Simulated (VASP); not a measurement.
# Be (Fd-3m) in VASP: notebook

The runs below take Be through single point, with PBE.

All numbers are computed with VASP 6.6.1; they aren't measurements. Logs are shortened: lines on timing, memory, paths and dates and some standing lists are left out, and cuts for length are marked.

### 1 The cell of the first run

Symmetry: Fd-3m, No. 227, cubic system. Conventional cell: a = 4.085 Å, b = 4.085 Å, c = 4.085 Å, α = 90.00°, β = 90.00°, γ = 90.00°. Be (site symmetry -43m) has 4 Be at 1.77 Å within 2.3 Å.

### 2 Single point, PBE (volume scaled by 0.58)

File INCAR:

```
PREC = Accurate ; ENCUT = 520
EDIFF = 1E-6 ; ISMEAR = -1
SIGMA = 0.1 ; LREAL = F
LASPH = T ; NELM = 60
ALGO = Normal ; ISIF = 2
LWAVE = F ; LCHARG = F
GGA = PE ; NBANDS = 9
```

File KPOINTS:

```
Automatic mesh
0
Gamma
  15 15 15
```

File POSCAR:

```
Be
1.0
    0.0000000000      2.0424627382      2.0424627382
    2.0424627382      0.0000000000      2.0424627382
    2.0424627382      2.0424627382      0.0000000000
Be
2
Direct
   -0.1250000000     -0.1250000000     -0.1250000000
    0.1250000000      0.1250000000      0.1250000000
```

Potentials or basis: VASP PAW PBE potentials, release 64 (Be).

Run with:

```sh
$ cat potpaw_PBE.64/Be/POTCAR > POTCAR
$ mpirun -np 1 vasp_std > vasp.out
```

OUTCAR:

```text
PREC = Accurate
   ENCUT = 520
   EDIFF = 1E-6
   ISMEAR = -1
   LREAL = F
   LASPH = T
   NELM = 60
   ISIF = 2
   GGA = PE

 ion  position               nearest neighbor table
   1  0.875  0.875  0.875-   2 1.77   2 1.77   2 1.77   2 1.77
   2  0.125  0.125  0.125-   1 1.77   1 1.77   1 1.77   1 1.77

  LATTYP: Found a face centered cubic cell.
 ALAT       =     4.0849254764

  Lattice vectors:

 A1 = (   0.0000000000,   2.0424627382,   2.0424627382)
 A2 = (   2.0424627382,   0.0000000000,   2.0424627382)
 A3 = (   2.0424627382,   2.0424627382,   0.0000000000)

Analysis of symmetry for initial positions (statically):
=====================================================================
 Subroutine PRICEL returns:
 Original cell was already a primitive cell.

 Routine SETGRP: Setting up the symmetry group for a
 face centered cubic supercell.

 Subroutine GETGRP returns: Found 48 space group operations
 (whereof 12 operations were pure point group operations)
 out of a pool of 48 trial point group operations.

The static configuration has the point symmetry D_3d.
 The point group associated with its full space group is O_h .

Analysis of symmetry for dynamics (positions and initial velocities):
=====================================================================
 Subroutine PRICEL returns:
 Original cell was already a primitive cell.

 Routine SETGRP: Setting up the symmetry group for a
 face centered cubic supercell.

 Subroutine GETGRP returns: Found 48 space group operations
 (whereof 12 operations were pure point group operations)
 out of a pool of 48 trial point group operations.

The dynamic configuration has the point symmetry D_3d.
 The point group associated with its full space group is O_h .

 Subroutine INISYM returns: Found 48 space group operations
 (whereof 12 operations are pure point group operations),
 and found     1 'primitive' translations

----------------------------------------------------------------------------------------

                                     Primitive cell

  volume of cell :      17.0409

  direct lattice vectors                    reciprocal lattice vectors
     0.000000000  2.042462738  2.042462738    -0.244802508  0.244802508  0.244802508
     2.042462738  0.000000000  2.042462738     0.244802508 -0.244802508  0.244802508
     2.042462738  2.042462738  0.000000000     0.244802508  0.244802508 -0.244802508

  length of vectors
     2.888478505  2.888478505  2.888478505     0.424010381  0.424010381  0.424010381

  position of ions in fractional coordinates (direct lattice)
     0.875000000  0.875000000  0.875000000
     0.125000000  0.125000000  0.125000000

  ion indices of the primitive-cell ions
   primitive index   ion index
                 1           1
                 2           2

----------------------------------------------------------------------------------------

 KPOINTS: Automatic mesh

Automatic generation of k-mesh.
 Grid dimensions read from file:
 generate k-points for:   15   15   15

 Generating k-lattice:

  Cartesian coordinates                     Fractional coordinates (reciprocal lattice)
    -0.016320167  0.016320167  0.016320167     0.066666667  0.000000000  0.000000000
     0.016320167 -0.016320167  0.016320167     0.000000000  0.066666667  0.000000000
     0.016320167  0.016320167 -0.016320167     0.000000000  0.000000000  0.066666667

  Length of vectors
     0.028267359  0.028267359  0.028267359

  Shift w.r.t. Gamma in fractional coordinates (k-lattice)
     0.000000000  0.000000000  0.000000000

 Subroutine IBZKPT returns following result:
 ===========================================

 Found    120 irreducible k-points:

 Following reciprocal coordinates:
            Coordinates               Weight
  0.000000  0.000000  0.000000      1.000000
  0.066667  0.000000  0.000000      8.000000
  0.133333  0.000000  0.000000      8.000000
  0.200000  0.000000  0.000000      8.000000
  0.266667  0.000000  0.000000      8.000000
  0.333333  0.000000  0.000000      8.000000
[... 16 lines left out ...]
  0.133333  0.133333  0.000000      6.000000
  0.200000  0.133333  0.000000     24.000000
 [... further k-points ...]
   k-points           NKPTS =    120   k-points in BZ     NKDIM =    120   number of bands    NBANDS=      9
   number of dos      NEDOS =    301   number of ions     NIONS =      2
   total plane-waves  NPLWV =  13824
   dimension x,y,z NGX =    24 NGY =   24 NGZ =   24
   dimension x,y,z NGXF=    48 NGYF=   48 NGZF=   48
   ions per type =               2
   NGX,Y,Z   is equivalent  to a cutoff of  13.81, 13.81, 13.81 a.u.
   NGXF,Y,Z  is equivalent  to a cutoff of  27.63, 27.63, 27.63 a.u.
 SYSTEM =  unknown system
   PREC   = accura    normal or accurate (medium, high low for compatibility)
   ISTART =      0    job   : 0-new  1-cont  2-samecut
   ICHARG =      2    charge: 1-file 2-atom 10-const
   ISPIN  =      1    spin polarized calculation?
   LNONCOLLINEAR =      F non collinear calculations
   LSORBIT =      F    spin-orbit coupling
   LASPH  =      T    aspherical Exc in radial PAW
   ENCUT  =  520.0 eV  38.22 Ry    6.18 a.u.   5.37  5.37  5.37*2*pi/ulx,y,z
   NELM   =     60;   NELMIN=  2; NELMDL= -5     # of ELM steps
   EDIFF  = 0.1E-05   stopping-criterion for ELM
   LREAL  =      F    real-space projection
   EDIFFG = 0.1E-04   stopping-criterion for IOM
   NSW    =      0    number of steps for IOM
   IBRION =     -1    ionic relax: 0-MD 1-quasi-New 2-CG
   NFREE  =      0    steps in history (QN), initial steepest desc. (CG)
   ISIF   =      2    stress and relaxation
   ISYM   =      2    0-nonsym 1-usesym 2-fastsym
   POTIM  = 0.5000    time-step for ionic-motion
   TEBEG  =    0.0;   TEEND  =   0.0 temperature during run
   PSTRESS=    0.0 pullay stress
   NELECT =       4.0000    total number of electrons
   NUPDOWN=      -1.0000    fix difference up-down
   EMIN   =  10.00;   EMAX   =-10.00  energy-range for DOS
   EFERMI =   0.00;   METHOD = LEGACY
   ISMEAR =    -1;   SIGMA  =   0.10  broadening in eV -4-tet -1-fermi 0-gaus
   EFERMI_NEDOS =   21; number of points for ismear=-14 and -15
   IALGO  =     38    algorithm
   IMIX   =      4    mixing-type and parameters
     AMIX     =   0.40;   BMIX     =  1.00
     AMIX_MAG =   1.60;   BMIX_MAG =  1.00
  volume/ion in A,a.u.               =       8.52        57.50
  Fermi-wavevector in a.u.,A,eV,Ry     =   1.009867  1.908371 13.875638  1.019831
  Thomas-Fermi vector in A             =   2.142821
   LORBIT       =      0    0 simple, 1 ext, 2 COOP (PROOUT), +10 PAW based schemes
   GGA     = PE    functional components
[... 5 lines left out ...]
 non-spin polarized calculation
  energy-cutoff  :      520.00
  volume of cell :       17.04
 maximum number of plane-waves:       477
 NGX is ok and might be reduce to    24
   NGX = 11   NGY = 11   NGZ = 11

 number of electron       4.0000000 magnetization

 Free energy of the ion-electron system (eV)
  ---------------------------------------------------
  ext. energy  EPLUGINS =         0.00000000
  ---------------------------------------------------
  free energy    TOTEN  =        -2.73801301 eV

  energy without entropy =       -2.71359944  energy(sigma->0) =       -2.72580623

 E-fermi :   5.3871     XC(G=0): -10.2575

 val. band max:        5.3834592405   @ k =  -0.3333   0.4667   0.1333
 cond. band min:       5.3990521114   @ k =   0.4667   0.3333   0.0667
 fundamental gap:      0.0155928709
 Fermi energy:         5.3871162118

 k-point     1 :       0.0000    0.0000    0.0000
  band No.  band energies     occupation
      1      -4.4552      2.00000
      2      12.3461      0.00000
      3      12.3461      0.00000
      4      12.3461      0.00000
      5      15.4080      0.00000
      6      15.4080      0.00000
      7      15.4080      0.00000
      8      26.7673      0.00000
      9      27.0622      0.00000

 k-point     2 :       0.0667    0.0000    0.0000
  band No.  band energies     occupation
      1      -4.3678      2.00000
      2      11.4083      0.00000
      3      12.0691      0.00000
      4      12.0691      0.00000
      5      15.7623      0.00000
      6      15.7623      0.00000
      7      16.2519      0.00000
      8      25.6124      0.00000
      9      26.0154      0.00000

 k-point     3 :       0.1333    0.0000    0.0000
  band No.  band energies     occupation
      1      -4.1063      2.00000
      2       9.6982      0.00000
      3      11.4991      0.00000
      4      11.4991      0.00000
      5      16.4957      0.00000
      6      16.4957      0.00000
      7      17.6786      0.00000
      8      24.2808      0.00000
      9      24.7303      0.00000

 k-point     4 :       0.2000    0.0000    0.0000
  band No.  band energies     occupation
      1      -3.6722      2.00000
      2       7.8717      0.00000
      3      10.9175      0.00000
      4      10.9175      0.00000
      5      17.1149      0.00000
      6      17.1149      0.00000
      7      19.0284      0.00000
      8      23.2085      0.00000
      9      24.1984      0.00000

 k-point     5 :       0.2667    0.0000    0.0000
  band No.  band energies     occupation
      1      -3.0695      2.00000
      2       6.0809      0.00194
      3      10.4264      0.00000
      4      10.4264      0.00000
      5      17.2987      0.00000
      6      17.2987      0.00000
      7      20.1503      0.00000
      8      22.4026      0.00000
      9      24.6513      0.00000

 k-point     6 :       0.3333    0.0000    0.0000
  band No.  band energies     occupation
      1      -2.3072      2.00000
      2       4.3936      1.99990
      3      10.0559      0.00000
      4      10.0559      0.00000
      5      17.1119      0.00000
      6      17.1119      0.00000
      7      20.9637      0.00000
      8      21.8759      0.00000
      9      25.9862      0.00000
[... 169 lines left out ...]
 k-point    21 :      -0.1333    0.0667    0.0000
  band No.  band energies     occupation
      1      -3.9027      2.00000
      2       9.0950      0.00000
      3      10.2113      0.00000
      4      11.8264      0.00000
      5      16.2233      0.00000
      6      17.6592      0.00000
      7      18.2858      0.00000
      8      22.9633      0.00000
      9      23.3218      0.00000

 k-point    22 :      -0.0667    0.0667    0.0000
  band No.  band energies     occupation
      1      -4.2223      2.00000
      2      10.7674      0.00000
      3      10.8550      0.00000
      4      12.1997      0.00000
      5      15.7062      0.00000
      6      16.8473      0.00000
      7      17.0148      0.00000
      8      24.1005      0.00000
      9      24.3980      0.00000

 k-point    23 :       0.1333    0.1333    0.0000
  band No.  band energies     occupation
      1      -3.9876      2.00000
      2      10.1075      0.00000
      3      10.1075      0.00000
      4      11.5839      0.00000
      5      15.2582      0.00000
      6      18.2724      0.00000
      7      18.2724      0.00000
      8      20.6121      0.00000
      9      27.6936      0.00000

 k-point    24 :       0.2000    0.1333    0.0000
  band No.  band energies     occupation
      1      -3.6661      2.00000
      2       8.9400      0.00000
      3       9.4748      0.00000
      4      11.2104      0.00000
      5      15.4469      0.00000
      6      19.0340      0.00000
      7      19.1737      0.00000
      8      19.7596      0.00000
      9      27.5517      0.00000

 [... further k-points ...]
[... 5 lines left out ...]
  --------------------------------------------------------------------------------------
  -------------------------------------------------------------------------------------
  Total        6.3365321      6.3365321      6.3365321      0.0000000      0.0000000      0.0000000
  in kB      595.7578846    595.7578846    595.7578846      0.0000000      0.0000000      0.0000000
  external PRESSURE =     595.7578846 kB  Pullay stress =       0.0000000 kB

 VOLUME and BASIS-vectors are now :
 -----------------------------------------------------------------------------
  energy-cutoff  :      520.00
  volume of cell :       17.04
      direct lattice vectors                 reciprocal lattice vectors
     0.000000000  2.042462738  2.042462738    -0.244802508  0.244802508  0.244802508
     2.042462738  0.000000000  2.042462738     0.244802508 -0.244802508  0.244802508
     2.042462738  2.042462738  0.000000000     0.244802508  0.244802508 -0.244802508

 POSITION                                       TOTAL-FORCE (eV/Angst)
 -----------------------------------------------------------------------------------
      3.57431      3.57431      3.57431        -0.000000     -0.000000     -0.000000
      0.51062      0.51062      0.51062         0.000000      0.000000      0.000000
 -----------------------------------------------------------------------------------
    total drift:                                0.000000      0.000000      0.000000

  FREE ENERGIE OF THE ION-ELECTRON SYSTEM (eV)
  ---------------------------------------------------
  free  energy   TOTEN  =        -2.7380130107 eV

  energy  without entropy=       -2.7135994396  energy(sigma->0) =       -2.72580623
```

Run time: 7 s. Hardware: 1 thread of Intel Xeon Platinum 8375C at 2.90GHz (Ice Lake), shared host; peak memory 0.13 GiB.

What came out:

```yaml
Free_energy: -2.7380 eV
Pressure: 59.6 GPa
Band_gap_on_the_k_mesh: zero (band 2 reaches 12.35 eV, above the bottom of band 3 at 3.55 eV)
```

### 3 Single point, PBE (volume scaled by 0.58)

File INCAR:

```
SYSTEM = Be
ALGO     = Normal         ! electronic algorithm
EDIFF    = 1E-6           ! SCF threshold, eV
ENCUT    = 520            ! plane-wave cutoff, eV
GGA      = PE             ! functional
ISIF     = 2              ! what is computed and relaxed
ISMEAR   = -1             ! smearing method
LASPH    = .TRUE.         ! aspherical terms in the spheres
LCHARG   = .TRUE.         ! write CHGCAR
LELF     = .TRUE.         ! ELF
LREAL    = .FALSE.        ! projectors in reciprocal space
LVHAR    = .TRUE.       
LWAVE    = .FALSE.        ! write WAVECAR
NBANDS   = 9              ! bands
NELM     = 80             ! most SCF steps
PREC     = Accurate       ! precision mode
SIGMA    = 0.1            ! smearing width, eV
```

File KPOINTS:

```
k-points
0
G
  15 15 15
  0 0 0
```

POSCAR is that of step 2.

Potentials or basis: VASP PAW PBE potentials, release 64 (Be).

Run with:

```sh
$ cat potpaw_PBE.64/Be/POTCAR > POTCAR
$ mpirun -np 1 vasp_std > vasp.out
```

Run time: 7.5 s. Hardware: 1 thread of Intel Xeon Platinum 8375C at 2.90GHz (Ice Lake), shared host; peak memory 0.14 GiB.

The run converged. Its results:

```yaml
Free_energy: -2.7380 eV
Pressure: 59.6 GPa
Band_gap_on_the_k_mesh: zero (band 2 reaches 12.35 eV, above the bottom of band 3 at 3.55 eV)
```

Levels at points of the mesh, in eV from the Fermi level:
```
           k point  band 1  band 2  band 3  band 4  band 5  band 6  band 7
(0.00, 0.00, 0.00)   -9.84    6.96    6.96    6.96   10.02   10.02   10.02
```

### 4 Single point, PBE (volume scaled by 0.68)

File INCAR:

```
  PREC = Accurate
  ENCUT = 520
  EDIFF = 1E-7
  ISMEAR = -1
  SIGMA = 0.1
  LREAL = False
  LASPH = True
  NELM = 100
  ALGO = Normal
  ISIF = 2
  LWAVE = False
  LCHARG = False
  GGA = PE
  NBANDS = 9
```

File KPOINTS:

```
regular mesh
0
Gamma
  15 15 15
```

File POSCAR:

```
Be
1.0
    0.0000000000      2.1536797035      2.1536797035
    2.1536797035      0.0000000000      2.1536797035
    2.1536797035      2.1536797035      0.0000000000
Be
2
Direct
   -0.1250000000     -0.1250000000     -0.1250000000
    0.1250000000      0.1250000000      0.1250000000
```

Run with:

```sh
$ cat potpaw_PBE.64/Be/POTCAR > POTCAR
$ mpirun -np 1 vasp_std > vasp.out
```

It took 8.3 s on 1 thread of Intel Xeon Platinum 8375C at 2.90GHz (Ice Lake), shared host; peak memory 0.14 GiB.

It converged, with:

```yaml
Free_energy: -3.5589 eV
Pressure: 32.5 GPa
Band_gap_on_the_k_mesh: zero (band 2 reaches 10.40 eV, above the bottom of band 3 at 2.24 eV)
```

Levels at points of the mesh, in eV from the Fermi level:
```tsv
k point	band 1	band 2	band 3	band 4	band 5
(0.00, 0.00, 0.00)	-9.02	6.25	6.25	6.25	9.15
```

### 5 Single point, PBE (volume scaled by 0.78)

File INCAR:

```
SYSTEM = Be
  PREC = Accurate
  ENCUT = 520
  EDIFF = 1E-6
  ISMEAR = -1
  SIGMA = 0.1
  LREAL = .FALSE.
  LASPH = .TRUE.
  NELM = 100
  ALGO = Normal
  ISIF = 2
  LWAVE = .FALSE.
  LCHARG = .FALSE.
  GGA = PE
  NBANDS = 9
```

File KPOINTS:

```
Automatic mesh
0
G
  15 15 15
  0 0 0
```

File POSCAR:

```
Be
1.0
    0.0000000000      2.2544624798      2.2544624798
    2.2544624798      0.0000000000      2.2544624798
    2.2544624798      2.2544624798      0.0000000000
Be
2
Direct
   -0.1250000000     -0.1250000000     -0.1250000000
    0.1250000000      0.1250000000      0.1250000000
```

Run with:

```sh
$ cat potpaw_PBE.64/Be/POTCAR > POTCAR
$ mpirun -np 1 vasp_std > vasp.out
```

Wall time 7.4 s (1 thread of Intel Xeon Platinum 8375C at 2.90GHz (Ice Lake), shared host); peak memory 0.14 GiB.

It converged, with:

```
Free energy            : -3.9974 eV
Pressure               : 16.7 GPa
Band gap on the k mesh : zero (band 2 reaches 8.89 eV, above the bottom of band 3 at 1.33 eV)
```

Levels at points of the mesh, in eV from the Fermi level:
```csv
k point,band 1,band 2,band 3,band 4,band 5,band 6
"(0.00, 0.00, 0.00)",-8.36,5.68,5.68,5.68,8.45,8.45
```

### 6 The runs side by side

| cell | gap on the mesh (eV) | pressure (GPa) |
| --- | --- | --- |
| a = 2.888 Å, angles 60.0°, 2 atoms | none | 59.6 |
| a = 3.046 Å, angles 60.0°, 2 atoms | none | 32.5 |
| a = 3.188 Å, angles 60.0°, 2 atoms | none | 16.7 |

Alike in all rows: task single point; level PBE; potentials or basis VASP PAW PBE potentials, release 64 (Be); no spin polarisation; k mesh 15 × 15 × 15; cutoff (eV) 520; smearing fermi-dirac 0.1 eV.

Absolute energies hang on the potentials; compare differences alone.
